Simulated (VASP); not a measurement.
# C (P1) in VASP: single point with r2SCAN

Aim: the single point of C with r2SCAN.

Everything below comes from runs of VASP 6.6.1. Logs are shortened: lines on timing, memory, paths and dates and some standing lists are left out, and cuts for length are marked.

## (1) The cell of the first run

The typed cell holds 8 atoms: a = 4.476 Å, b = 4.332 Å, c = 4.434 Å, α = 67.91°, β = 67.20°, γ = 66.98°.

## (2) Single point, r2SCAN (atoms moved at random and the cell strained at random)

POSCAR reads:

```
C
1.0
   -2.4945846024     -1.4279737392      3.4304951856
    2.3662954641     -1.4084315836      3.3446352740
   -0.0472205660      2.8524624474      3.3943680299
C
8
Direct
    0.2027118172      0.1409508827      0.1576411819
    0.6421405413      0.6944095022      0.1494816110
    0.6463771470      0.1443951583      0.7149327704
    0.1359420610      0.6772525670      0.6726778026
    0.8785063873      0.8155065217      0.8406500232
    0.3153046106      0.3672110519      0.8303184123
    0.3065036707      0.8392353085      0.3490898359
    0.8725137649      0.3210390077      0.2852083627
```

INCAR.step1 reads:

```
  ALGO = Normal
  EDIFF = 1E-4
  ENCUT = 520
  GGA = PE
  ISMEAR = 0
  LASPH = True
  LCHARG = False
  LREAL = False
  LWAVE = True
  NBANDS = 26
  NELM = 60
  PREC = Accurate
  SIGMA = 0.05
```

INCAR.step2 reads:

```
  ALGO = Normal
  EDIFF = 1E-6
  ENCUT = 520
  ISIF = 2
  ISMEAR = 0
  ISTART = 1
  LASPH = True
  LCHARG = False
  LMIXTAU = True
  LREAL = False
  LWAVE = False
  METAGGA = R2SCAN
  NBANDS = 26
  NELM = 60
  PREC = Accurate
  SIGMA = 0.05
```

KPOINTS reads:

```
k-points
0
Gamma
  6 6 6
```

Potentials or basis: VASP PAW PBE potentials, release 64 (C).

Run with:

```console
cat potpaw_PBE.64/C/POTCAR > POTCAR
cp INCAR.step1 INCAR
mpirun -np 1 vasp_std > vasp.out
cp INCAR.step2 INCAR
mpirun -np 1 vasp_std > vasp.out
```

OUTCAR:

```text
EDIFF = 1E-6
   ENCUT = 520
   ISIF = 2
   ISMEAR = 0
   ISTART = 1
   LASPH = True
   LREAL = False
   METAGGA = R2SCAN
   NELM = 60
   PREC = Accurate

 ion  position               nearest neighbor table
   1  0.203  0.141  0.158-   7 1.28   8 1.38   6 1.44
   2  0.642  0.694  0.149-   5 1.43   7 1.44   8 1.58
   3  0.646  0.144  0.715-   6 1.43   5 1.45   8 1.80
   4  0.136  0.677  0.673-   5 1.17   6 1.35   7 1.40
   5  0.879  0.816  0.841-   4 1.17   2 1.43   3 1.45
   6  0.315  0.367  0.830-   4 1.35   3 1.43   1 1.44
   7  0.307  0.839  0.349-   1 1.28   4 1.40   2 1.44
   8  0.873  0.321  0.285-   1 1.38   2 1.58   3 1.80

  Warning from LATTYP: Got some problem with cell dimensions!
  Tried to take original basis but could not verify dimensions!
  LATTYP: Found a triclinic cell.
 ALAT       =     7.4208287613
 B/A-ratio  =     0.6031036427
 C/A-ratio  =     0.6599288098
 COS(alpha) =     0.0048765792
 COS(beta)  =     0.3451626754
 COS(gamma) =     0.8346129334

  Lattice vectors:

 A1 = (   2.5418051684,  -1.4244887082,  -6.8248632155)
 A2 = (   2.4945846024,   1.4279737392,  -3.4304951856)
 A3 = (   2.4135160301,  -4.2608940310,  -0.0497327559)

Analysis of symmetry for initial positions (statically):
=====================================================================
 Subroutine PRICEL returns:
 Original cell was already a primitive cell.

 Routine SETGRP: Setting up the symmetry group for a
 triclinic supercell.

 Subroutine GETGRP returns: Found  1 space group operations
 (whereof  1 operations were pure point group operations)
 out of a pool of  2 trial point group operations.

The static configuration has the point symmetry C_1 .

Analysis of symmetry for dynamics (positions and initial velocities):
=====================================================================
 Subroutine PRICEL returns:
 Original cell was already a primitive cell.

 Routine SETGRP: Setting up the symmetry group for a
 triclinic supercell.

 Subroutine GETGRP returns: Found  1 space group operations
 (whereof  1 operations were pure point group operations)
 out of a pool of  2 trial point group operations.

The dynamic configuration has the point symmetry C_1 .

 Subroutine INISYM returns: Found  1 space group operations
 (whereof  1 operations are pure point group operations),
 and found     1 'primitive' translations

[... 109 lines left out ...]
   NSW    =      0    number of steps for IOM
   IBRION =     -1    ionic relax: 0-MD 1-quasi-New 2-CG
   NFREE  =      0    steps in history (QN), initial steepest desc. (CG)
   ISIF   =      2    stress and relaxation
   ISYM   =      2    0-nonsym 1-usesym 2-fastsym
   POTIM  = 0.5000    time-step for ionic-motion
   TEBEG  =    0.0;   TEEND  =   0.0 temperature during run
   PSTRESS=    0.0 pullay stress
   NELECT =      32.0000    total number of electrons
   NUPDOWN=      -1.0000    fix difference up-down
   EMIN   =  10.00;   EMAX   =-10.00  energy-range for DOS
   EFERMI =   0.00;   METHOD = LEGACY
   ISMEAR =     0;   SIGMA  =   0.05  broadening in eV -4-tet -1-fermi 0-gaus
   EFERMI_NEDOS =   21; number of points for ismear=-14 and -15
   IALGO  =     38    algorithm
   IMIX   =      4    mixing-type and parameters
     AMIX     =   0.40;   BMIX     =  1.00
     AMIX_MAG =   1.60;   BMIX_MAG =  1.00
  volume/ion in A,a.u.               =       8.79        59.34
  Fermi-wavevector in a.u.,A,eV,Ry     =   1.259047  2.379255 21.567962  1.585200
  Thomas-Fermi vector in A             =   2.392627
   LORBIT       =      0    0 simple, 1 ext, 2 COOP (PROOUT), +10 PAW based schemes
   METAGGA = R2SCAN    functional components
   LHFCALC =     F    Hartree Fock is set to
   AEXX    =    0.0000 exact exchange contribution
   IVDW    =     0    specifies the selected vdW correction
   LEPSILON=     F    determine dielectric tensor
   LRPA    =     F    only Hartree local field effects (RPA)
 non-spin polarized calculation
 Gauss-broadening in eV      SIGMA  =   0.05
  energy-cutoff  :      520.00
  volume of cell :       70.35
 maximum number of plane-waves:      1908
 NGX is ok and might be reduce to    36
   NGX = 17   NGY = 17   NGZ = 17

 number of electron      32.0000002 magnetization

 Free energy of the ion-electron system (eV)
  ---------------------------------------------------
  ext. energy  EPLUGINS =         0.00000000
  ---------------------------------------------------
  free energy    TOTEN  =       -71.92070344 eV

  energy without entropy =      -71.92070344  energy(sigma->0) =      -71.92070344

 E-fermi :   4.6569     XC(G=0): -11.0961

 val. band max:        4.3488212437   @ k =   0.3333   0.5000   0.0000
 cond. band min:       5.0586218117   @ k =  -0.1667   0.1667   0.5000
 fundamental gap:      0.7098005681
 Fermi energy:         4.6569041752

 k-point     1 :       0.0000    0.0000    0.0000
  band No.  band energies     occupation
      1     -16.9026      2.00000
      2     -12.5497      2.00000
      3     -10.9802      2.00000
      4     -10.9125      2.00000
      5      -9.7371      2.00000
      6      -8.9494      2.00000
[... 685 lines left out ...]
     25      14.0619      0.00000
     26      15.2938      0.00000

 [... further k-points ...]

------------------------ aborting loop because EDIFF is reached ----------------------------------------

  FORCE on cell =-STRESS in cart. coord.  units (eV):
  Direction    XX          YY          ZZ          XY          YZ          ZX
  --------------------------------------------------------------------------------------
  -------------------------------------------------------------------------------------
  Total       17.2576042     12.7536988      0.3176019      1.3940274      0.9585226      2.6954942
  in kB      393.0455693    290.4681757      7.2334503     31.7492678     21.8305531     61.3904480
  external PRESSURE =     230.2490651 kB  Pullay stress =       0.0000000 kB

 VOLUME and BASIS-vectors are now :
 -----------------------------------------------------------------------------
  energy-cutoff  :      520.00
  volume of cell :       70.35
      direct lattice vectors                 reciprocal lattice vectors
    -2.494584602 -1.427973739  3.430495186    -0.203577919 -0.116422366  0.095003653
     2.366295464 -1.408431584  3.344635274     0.208002324 -0.118064716  0.102109480
    -0.047220566  2.852462447  3.394368030     0.000789886  0.233996365  0.097977430

 POSITION                                       TOTAL-FORCE (eV/Angst)
 -----------------------------------------------------------------------------------
     -0.17959     -0.03832      1.70192        11.348935     -2.280782     -0.041710
      0.03425     -1.46860      5.03280        -9.477011      3.789054      0.962168
     -1.30452      0.91294      5.12709         0.274131     -9.965425      0.115262
      1.23170      0.77080      5.01483       -13.190647     -9.362550     -0.709695
     -0.30148     -0.00515      8.59476        22.093480     10.591710     -0.114269
      0.04317      1.40101      5.12824       -10.206798      1.947149     -0.409117
      1.20480     -0.62392      5.04333        -7.452086     -1.939804     -0.123144
     -1.43035     -0.88454      5.03501         6.609996      7.220649      0.320506
 -----------------------------------------------------------------------------------
    total drift:                                0.000176     -0.000138     -0.000189

  FREE ENERGIE OF THE ION-ELECTRON SYSTEM (eV)
  ---------------------------------------------------
  free  energy   TOTEN  =       -71.9207034352 eV

  energy  without entropy=      -71.9207034352  energy(sigma->0) =      -71.92070344
```

OUTCAR.step1:

```text
EDIFF = 1E-4
   ENCUT = 520
   GGA = PE
   ISMEAR = 0
[... 948 lines left out ...]
     -0.30148     -0.00515      8.59476        21.652355     10.456183      0.000637
      0.04317      1.40101      5.12824        -9.826351      1.870012     -0.376529
      1.20480     -0.62392      5.04333        -7.392027     -1.686855     -0.125523
     -1.43035     -0.88454      5.03501         6.501626      6.990479      0.288134
 -----------------------------------------------------------------------------------
    total drift:                               -0.001421     -0.000936      0.000768

  FREE ENERGIE OF THE ION-ELECTRON SYSTEM (eV)
  ---------------------------------------------------
  free  energy   TOTEN  =       -66.3168152873 eV

  energy  without entropy=      -66.3168152873  energy(sigma->0) =      -66.31681529
```

OSZICAR.step1:

```text
N       E                     dE             d eps       ncg     rms          rms(c)
DAV:   1     0.109892861549E+03    0.10989E+03   -0.16311E+04  5824   0.115E+03
DAV:   2    -0.635671859206E+02   -0.17346E+03   -0.16049E+03  7440   0.247E+02
DAV:   3    -0.722680951662E+02   -0.87009E+01   -0.85882E+01  7840   0.532E+01
DAV:   4    -0.723893469920E+02   -0.12125E+00   -0.12104E+00  7276   0.713E+00
DAV:   5    -0.723921623301E+02   -0.28153E-02   -0.28132E-02  7748   0.102E+00    0.142E+01
DAV:   6    -0.675180379230E+02    0.48741E+01   -0.51828E+00  6918   0.145E+01    0.806E+00
DAV:   7    -0.663371628078E+02    0.11809E+01   -0.32652E+00  7506   0.973E+00    0.335E+00
DAV:   8    -0.663108606806E+02    0.26302E-01   -0.22032E-01  7558   0.254E+00    0.126E+00
DAV:   9    -0.663152439026E+02   -0.43832E-02   -0.10286E-02  7024   0.647E-01    0.439E-01
DAV:  10    -0.663164738849E+02   -0.12300E-02   -0.16928E-03  6662   0.270E-01    0.759E-02
DAV:  11    -0.663167500872E+02   -0.27620E-03   -0.31478E-04  7064   0.112E-01    0.429E-02
DAV:  12    -0.663168152873E+02   -0.65200E-04   -0.46027E-05  4554   0.443E-02
   1 F= -.66316815E+02 E0= -.66316815E+02  d E =-.681346E-20
```

Wall time 4.2 min (1 thread of Intel Xeon 6975P-C (Granite Rapids), shared host); peak memory 0.27 GiB.

Results:

- Free energy: -71.9207 eV
- Pressure: 23.0 GPa
- Largest force: 24.501 eV/Å

Forces in eV/Å, atoms in the order of the input:
```
C    11.349  -2.281  -0.042
C    -9.477   3.789   0.962
C     0.274  -9.965   0.115
C   -13.191  -9.363  -0.710
C    22.093  10.592  -0.114
C   -10.207   1.947  -0.409
C    -7.452  -1.940  -0.123
C     6.610   7.221   0.321
```

Caveat: the cell differs from its parent crystal (atoms moved at random and the cell strained at random); the cell stands under pressure; the PAW data sets were made with another functional, which shifts forces and pressure a little.
